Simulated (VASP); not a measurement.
# P (Fm-3m) in VASP: a series of runs

Runs on P. Level: LDA. Tasks: single point.

Everything below comes from runs of VASP 6.6.1. Logs are shortened: lines on timing, memory, paths and dates and some standing lists are left out, and cuts for length are marked.

## 1. The cell of the first run

The structure is cubic, space group Fm-3m (No. 225). The conventional cell has a = 2.921 Å, b = 2.921 Å, c = 2.921 Å, α = 90.00°, β = 90.00°, γ = 90.00°. Within 2.7 Å of P (site symmetry m-3m) lie 12 P at 2.07 Å.

## 2. Single point, LDA (volume scaled by 0.45)

Contents of INCAR:

```
ALGO     = Normal         # electronic algorithm
EDIFF    = 1E-6           # SCF threshold, eV
ENCUT    = 520            # plane-wave cutoff, eV
ISIF     = 2              # what is computed and relaxed
ISMEAR   = -1             # smearing method
LASPH    = True           # aspherical terms in the spheres
LCHARG   = False          # write CHGCAR
LREAL    = False          # projectors in reciprocal space
LWAVE    = False          # write WAVECAR
NBANDS   = 8              # bands
NELM     = 100            # most SCF steps
PREC     = Accurate       # precision mode
SIGMA    = 0.1            # smearing width, eV
```

Contents of KPOINTS:

```
k-points
0
Gamma
  17 17 17
```

Contents of POSCAR:

```
P
1.0
    0.0000000000      1.4606113894      1.4606113894
    1.4606113894      0.0000000000      1.4606113894
    1.4606113894      1.4606113894      0.0000000000
P
1
Direct
    0.0000000000      0.0000000000      0.0000000000
```

Potentials or basis: VASP PAW LDA potentials, release 64 (P).

Command:

```console
$ cat potpaw_LDA.64/P/POTCAR > POTCAR
$ mpirun -np 1 vasp_std > vasp.out
```

OUTCAR:

```text
EDIFF = 1E-6
   ENCUT = 520
   ISIF = 2
   ISMEAR = -1
   LASPH = True
   LREAL = False
   NELM = 100
   PREC = Accurate

 ion  position               nearest neighbor table
   1  0.000  0.000  0.000-

  LATTYP: Found a face centered cubic cell.
 ALAT       =     2.9212227788

  Lattice vectors:

 A1 = (   0.0000000000,   1.4606113894,   1.4606113894)
 A2 = (   1.4606113894,   0.0000000000,   1.4606113894)
 A3 = (   1.4606113894,   1.4606113894,   0.0000000000)

Analysis of symmetry for initial positions (statically):
=====================================================================
 Subroutine PRICEL returns:
 Original cell was already a primitive cell.

 Routine SETGRP: Setting up the symmetry group for a
 face centered cubic supercell.

 Subroutine GETGRP returns: Found 48 space group operations
 (whereof 48 operations were pure point group operations)
 out of a pool of 48 trial point group operations.

The static configuration has the point symmetry O_h .

Analysis of symmetry for dynamics (positions and initial velocities):
=====================================================================
 Subroutine PRICEL returns:
 Original cell was already a primitive cell.

 Routine SETGRP: Setting up the symmetry group for a
 face centered cubic supercell.

 Subroutine GETGRP returns: Found 48 space group operations
 (whereof 48 operations were pure point group operations)
 out of a pool of 48 trial point group operations.

The dynamic configuration has the point symmetry O_h .

 Subroutine INISYM returns: Found 48 space group operations
 (whereof 48 operations are pure point group operations),
 and found     1 'primitive' translations

----------------------------------------------------------------------------------------

                                     Primitive cell

  volume of cell :       6.2321

  direct lattice vectors                    reciprocal lattice vectors
     0.000000000  1.460611389  1.460611389    -0.342322403  0.342322403  0.342322403
     1.460611389  0.000000000  1.460611389     0.342322403 -0.342322403  0.342322403
     1.460611389  1.460611389  0.000000000     0.342322403  0.342322403 -0.342322403

  length of vectors
     2.065616436  2.065616436  2.065616436     0.592919794  0.592919794  0.592919794

  position of ions in fractional coordinates (direct lattice)
     0.000000000  0.000000000  0.000000000

  ion indices of the primitive-cell ions
   primitive index   ion index
                 1           1

----------------------------------------------------------------------------------------

 KPOINTS: k-points

Automatic generation of k-mesh.
 Grid dimensions read from file:
 generate k-points for:   17   17   17

 Generating k-lattice:

  Cartesian coordinates                     Fractional coordinates (reciprocal lattice)
    -0.020136612  0.020136612  0.020136612     0.058823529  0.000000000  0.000000000
     0.020136612 -0.020136612  0.020136612     0.000000000  0.058823529  0.000000000
     0.020136612  0.020136612 -0.020136612     0.000000000  0.000000000  0.058823529

  Length of vectors
     0.034877635  0.034877635  0.034877635

  Shift w.r.t. Gamma in fractional coordinates (k-lattice)
     0.000000000  0.000000000  0.000000000

 Subroutine IBZKPT returns following result:
 ===========================================

 Found    165 irreducible k-points:

 Following reciprocal coordinates:
            Coordinates               Weight
  0.000000  0.000000  0.000000      1.000000
  0.058824  0.000000  0.000000      8.000000
  0.117647  0.000000  0.000000      8.000000
  0.176471  0.000000  0.000000      8.000000
  0.235294  0.000000  0.000000      8.000000
  0.294118  0.000000  0.000000      8.000000
[... 16 lines left out ...]
 -0.176471  0.058824  0.000000     24.000000
 -0.117647  0.058824  0.000000     24.000000
 [... further k-points ...]
   k-points           NKPTS =    165   k-points in BZ     NKDIM =    165   number of bands    NBANDS=      8
   number of dos      NEDOS =    301   number of ions     NIONS =      1
   total plane-waves  NPLWV =   4096
   dimension x,y,z NGX =    16 NGY =   16 NGZ =   16
   dimension x,y,z NGXF=    32 NGYF=   32 NGZF=   32
   ions per type =               1
   NGX,Y,Z   is equivalent  to a cutoff of  12.88, 12.88, 12.88 a.u.
   NGXF,Y,Z  is equivalent  to a cutoff of  25.75, 25.75, 25.75 a.u.
 SYSTEM =  unknown system
   PREC   = accura    normal or accurate (medium, high low for compatibility)
   ISTART =      0    job   : 0-new  1-cont  2-samecut
   ICHARG =      2    charge: 1-file 2-atom 10-const
   ISPIN  =      1    spin polarized calculation?
   LNONCOLLINEAR =      F non collinear calculations
   LSORBIT =      F    spin-orbit coupling
   LASPH  =      T    aspherical Exc in radial PAW
   ENCUT  =  520.0 eV  38.22 Ry    6.18 a.u.   3.84  3.84  3.84*2*pi/ulx,y,z
   NELM   =    100;   NELMIN=  2; NELMDL= -5     # of ELM steps
   EDIFF  = 0.1E-05   stopping-criterion for ELM
   LREAL  =      F    real-space projection
   EDIFFG = 0.1E-04   stopping-criterion for IOM
   NSW    =      0    number of steps for IOM
   IBRION =     -1    ionic relax: 0-MD 1-quasi-New 2-CG
   NFREE  =      0    steps in history (QN), initial steepest desc. (CG)
   ISIF   =      2    stress and relaxation
   ISYM   =      2    0-nonsym 1-usesym 2-fastsym
   POTIM  = 0.5000    time-step for ionic-motion
   TEBEG  =    0.0;   TEEND  =   0.0 temperature during run
   PSTRESS=    0.0 pullay stress
   NELECT =       5.0000    total number of electrons
   NUPDOWN=      -1.0000    fix difference up-down
   EMIN   =  10.00;   EMAX   =-10.00  energy-range for DOS
   EFERMI =   0.00;   METHOD = LEGACY
   ISMEAR =    -1;   SIGMA  =   0.10  broadening in eV -4-tet -1-fermi 0-gaus
   EFERMI_NEDOS =   21; number of points for ismear=-14 and -15
   IALGO  =     38    algorithm
   IMIX   =      4    mixing-type and parameters
     AMIX     =   0.40;   BMIX     =  1.00
     AMIX_MAG =   1.60;   BMIX_MAG =  1.00
  volume/ion in A,a.u.               =       6.23        42.06
  Fermi-wavevector in a.u.,A,eV,Ry     =   1.521202  2.874654 31.484627  2.314055
  Thomas-Fermi vector in A             =   2.629949
   LORBIT       =      0    0 simple, 1 ext, 2 COOP (PROOUT), +10 PAW based schemes
   GGA     = CA    functional components
   LHFCALC =     F    Hartree Fock is set to
   AEXX    =    0.0000 exact exchange contribution
   IVDW    =     0    specifies the selected vdW correction
   LEPSILON=     F    determine dielectric tensor
   LRPA    =     F    only Hartree local field effects (RPA)
 non-spin polarized calculation
  energy-cutoff  :      520.00
  volume of cell :        6.23
 maximum number of plane-waves:       174
   NGX =  7   NGY =  7   NGZ =  7

 number of electron       4.9999999 magnetization

 Free energy of the ion-electron system (eV)
  ---------------------------------------------------
  ext. energy  EPLUGINS =         0.00000000
  ---------------------------------------------------
  free energy    TOTEN  =        -0.58798069 eV

  energy without entropy =       -0.57971376  energy(sigma->0) =       -0.58384722

 E-fermi :  26.8715     XC(G=0): -15.4958

 val. band max:       26.8219860092   @ k =   0.4706   0.4706   0.0000
 cond. band min:      26.9033455271   @ k =  -0.4706   0.3529   0.1176
 fundamental gap:      0.0813595178
 Fermi energy:        26.8714588123

 k-point     1 :       0.0000    0.0000    0.0000
  band No.  band energies     occupation
      1      -1.6092      2.00000
      2      40.2513      0.00000
      3      40.2513      0.00000
      4      40.2513      0.00000
      5      45.3441      0.00000
      6      45.3441      0.00000
      7      45.3441      0.00000
      8      49.0669      0.00000

 k-point     2 :       0.0588    0.0000    0.0000
  band No.  band energies     occupation
      1      -1.4377      2.00000
      2      37.8258      0.00000
      3      39.9339      0.00000
      4      39.9339      0.00000
      5      45.9399      0.00000
      6      45.9399      0.00000
      7      46.1281      0.00000
      8      50.7407      0.00000

 k-point     3 :       0.1176    0.0000    0.0000
  band No.  band energies     occupation
      1      -0.9242      2.00000
      2      33.7683      0.00000
      3      39.2784      0.00000
      4      39.2784      0.00000
      5      46.2899      0.00000
      6      47.3795      0.00000
      7      47.3795      0.00000
      8      50.1782      0.00000

 k-point     4 :       0.1765    0.0000    0.0000
  band No.  band energies     occupation
      1      -0.0721      2.00000
      2      29.6045      0.00000
      3      38.6379      0.00000
      4      38.6379      0.00000
      5      46.1013      0.00000
      6      47.6196      0.00000
      7      47.6196      0.00000
      8      49.8322      0.00000

 k-point     5 :       0.2353    0.0000    0.0000
  band No.  band energies     occupation
      1       1.1130      2.00000
      2      25.5827      1.99999
      3      38.1582      0.00000
      4      38.1582      0.00000
      5      45.6652      0.00000
      6      45.6652      0.00000
      7      45.9041      0.00000
      8      52.1700      0.00000
[... 177 lines left out ...]
 k-point    22 :      -0.2353    0.0588    0.0000
  band No.  band energies     occupation
      1       1.7301      2.00000
      2      24.3866      2.00000
      3      35.0296      0.00000
      4      40.2396      0.00000
      5      43.0389      0.00000
      6      45.8959      0.00000
      7      47.0278      0.00000
      8      51.0682      0.00000

 k-point    23 :      -0.1765    0.0588    0.0000
  band No.  band energies     occupation
      1       0.4369      2.00000
      2      28.3023      0.00000
      3      35.5291      0.00000
      4      40.5535      0.00000
      5      45.0680      0.00000
      6      46.9516      0.00000
      7      48.0025      0.00000
      8      48.6137      0.00000

 k-point    24 :      -0.1176    0.0588    0.0000
  band No.  band energies     occupation
      1      -0.5260      2.00000
      2      32.3281      0.00000
      3      36.3172      0.00000
      4      40.8336      0.00000
      5      46.4465      0.00000
      6      47.0727      0.00000
      7      47.6270      0.00000
      8      49.2308      0.00000

 [... further k-points ...]

------------------------ aborting loop because EDIFF is reached ----------------------------------------

  FORCE on cell =-STRESS in cart. coord.  units (eV):
  Direction    XX          YY          ZZ          XY          YZ          ZX
  --------------------------------------------------------------------------------------
  -------------------------------------------------------------------------------------
  Total       14.8960428     14.8960428     14.8960428     -0.0000000      0.0000000     -0.0000000
  in kB     3829.5474007   3829.5474007   3829.5474007     -0.0000000      0.0000000     -0.0000000
  external PRESSURE =    3829.5474007 kB  Pullay stress =       0.0000000 kB

 VOLUME and BASIS-vectors are now :
 -----------------------------------------------------------------------------
  energy-cutoff  :      520.00
  volume of cell :        6.23
      direct lattice vectors                 reciprocal lattice vectors
     0.000000000  1.460611389  1.460611389    -0.342322403  0.342322403  0.342322403
     1.460611389  0.000000000  1.460611389     0.342322403 -0.342322403  0.342322403
     1.460611389  1.460611389  0.000000000     0.342322403  0.342322403 -0.342322403

 POSITION                                       TOTAL-FORCE (eV/Angst)
 -----------------------------------------------------------------------------------
      0.00000      0.00000      0.00000         0.000000      0.000000      0.000000
 -----------------------------------------------------------------------------------
    total drift:                               -0.000000     -0.000000     -0.000000

  FREE ENERGIE OF THE ION-ELECTRON SYSTEM (eV)
  ---------------------------------------------------
  free  energy   TOTEN  =        -0.5879806872 eV

  energy  without entropy=       -0.5797137626  energy(sigma->0) =       -0.58384722
```

It took 2.8 s on 1 thread of Intel Xeon Platinum 8488C (Sapphire Rapids), shared host; peak memory 0.1 GiB.

What came out:

```
Free energy : -0.5880 eV
Pressure    : 383.0 GPa
```

## 3. Single point, LDA (volume scaled by 0.45)

Contents of INCAR:

```
SYSTEM = P
PREC     = Accurate       ! precision mode
ENCUT    = 520            ! plane-wave cutoff, eV
EDIFF    = 1E-6           ! SCF threshold, eV
ISMEAR   = -1             ! smearing method
SIGMA    = 0.1            ! smearing width, eV
LREAL    = .FALSE.        ! projectors in reciprocal space
LASPH    = .TRUE.         ! aspherical terms in the spheres
NELM     = 100            ! most SCF steps
ALGO     = Normal         ! electronic algorithm
ISIF     = 2              ! what is computed and relaxed
LWAVE    = .FALSE.        ! write WAVECAR
LCHARG   = .FALSE.        ! write CHGCAR
NBANDS   = 8              ! bands
```

Contents of KPOINTS:

```
Automatic mesh
0
G
  17 17 17
  0 0 0
```

POSCAR is that of step 2.

Potentials or basis: VASP PAW LDA potentials, release 64 (P).

Command:

```console
$ cat potpaw_LDA.64/P/POTCAR > POTCAR
$ mpirun -np 1 vasp_std > vasp.out
```

It took 3.1 s on 1 thread of Intel Xeon Platinum 8488C (Sapphire Rapids), shared host; peak memory 0.1 GiB.

The run converged. Its results:

```
Free energy : -0.5880 eV
Pressure    : 383.0 GPa
```

Levels at points of the mesh, in eV from the Fermi level:
```csv
k point,band 1,band 2,band 3,band 4,band 5,band 6
"(0.00, 0.00, 0.00)",-28.48,13.38,13.38,13.38,18.47,18.47
```

## 4. Single point, LDA (volume scaled by 0.45, source ansatz)

Contents of INCAR:

```
PREC = Accurate ; ENCUT = 520
EDIFF = 1E-6 ; ISMEAR = -1
SIGMA = 0.1 ; LREAL = False
LASPH = True ; NELM = 100
ALGO = Normal ; ISIF = 2
LWAVE = False ; LCHARG = False
GGA = CA ; NBANDS = 8
```

Contents of KPOINTS:

```
Automatic mesh
0
Gamma
  17 17 17
```

POSCAR is that of step 3.

Command:

```console
$ cat potpaw_LDA.64/P/POTCAR > POTCAR
$ mpirun -np 1 vasp_std > vasp.out
```

Run time: 2.8 s. Hardware: 1 thread of Intel Xeon Platinum 8488C (Sapphire Rapids), shared host; peak memory 0.1 GiB.

It converged, with:

| Property | Result |
| --- | --- |
| Free energy | -0.5880 eV |
| Pressure | 383.0 GPa |

Levels at points of the mesh, in eV from the Fermi level:
| k point | band 1 | band 2 | band 3 | band 4 | band 5 | band 6 |
| --- | --- | --- | --- | --- | --- | --- |
| (0.00, 0.00, 0.00) | -28.48 | 13.38 | 13.38 | 13.38 | 18.47 | 18.47 |

## 5. Single point, LDA (volume scaled by 0.52)

Contents of INCAR:

```
  ALGO = Normal
  EDIFF = 1E-6
  ENCUT = 520
  GGA = CA
  ISIF = 2
  ISMEAR = -1
  LASPH = True
  LCHARG = False
  LREAL = False
  LWAVE = False
  NBANDS = 8
  NELM = 100
  PREC = Accurate
  SIGMA = 0.1
```

Contents of KPOINTS:

```
k-points
0
Gamma
  17 17 17
```

Contents of POSCAR:

```
P
1.0
    0.0000000000      1.5327275349      1.5327275349
    1.5327275349      0.0000000000      1.5327275349
    1.5327275349      1.5327275349      0.0000000000
P
1
Direct
    0.0000000000      0.0000000000      0.0000000000
```

Command:

```console
$ cat potpaw_LDA.64/P/POTCAR > POTCAR
$ mpirun -np 1 vasp_std > vasp.out
```

Run time: 3 s. Hardware: 1 thread of Intel Xeon Platinum 8488C (Sapphire Rapids), shared host; peak memory 0.11 GiB.

The run converged. Its results:

```
Free energy : -2.4236 eV
Pressure    : 235.4 GPa
```

Levels at points of the mesh, in eV from the Fermi level:
```tsv
k point	band 1	band 2	band 3	band 4	band 5
(0.00, 0.00, 0.00)	-25.93	13.00	13.00	13.00	15.78
```

## 6. Single point, LDA (volume scaled by 0.52)

Contents of INCAR:

```
SYSTEM = P
PREC = Accurate
ENCUT = 520
EDIFF = 1E-6
ISMEAR = -1
SIGMA = 0.1
LREAL = .FALSE.
LASPH = .TRUE.
NELM = 80
ALGO = Normal
ISIF = 2
LWAVE = .FALSE.
LCHARG = .TRUE.
LELF = .TRUE.
LVHAR = .TRUE.
NBANDS = 8
```

Contents of KPOINTS:

```
Automatic mesh
0
G
  17 17 17
  0 0 0
```

POSCAR is that of step 5.

Potentials or basis: VASP PAW LDA potentials, release 64 (P).

Command:

```console
$ cat potpaw_LDA.64/P/POTCAR > POTCAR
$ mpirun -np 1 vasp_std > vasp.out
```

Run time: 3.1 s. Hardware: 1 thread of Intel Xeon Platinum 8488C (Sapphire Rapids), shared host; peak memory 0.1 GiB.

It converged, with:

| Quantity | Value |
| --- | --- |
| Free energy | -2.4236 eV |
| Pressure | 235.4 GPa |

Levels at points of the mesh, in eV from the Fermi level:
| k point | band 1 | band 2 | band 3 | band 4 | band 5 | band 6 |
| --- | --- | --- | --- | --- | --- | --- |
| (0.00, 0.00, 0.00) | -25.93 | 13.00 | 13.00 | 13.00 | 15.78 | 15.78 |
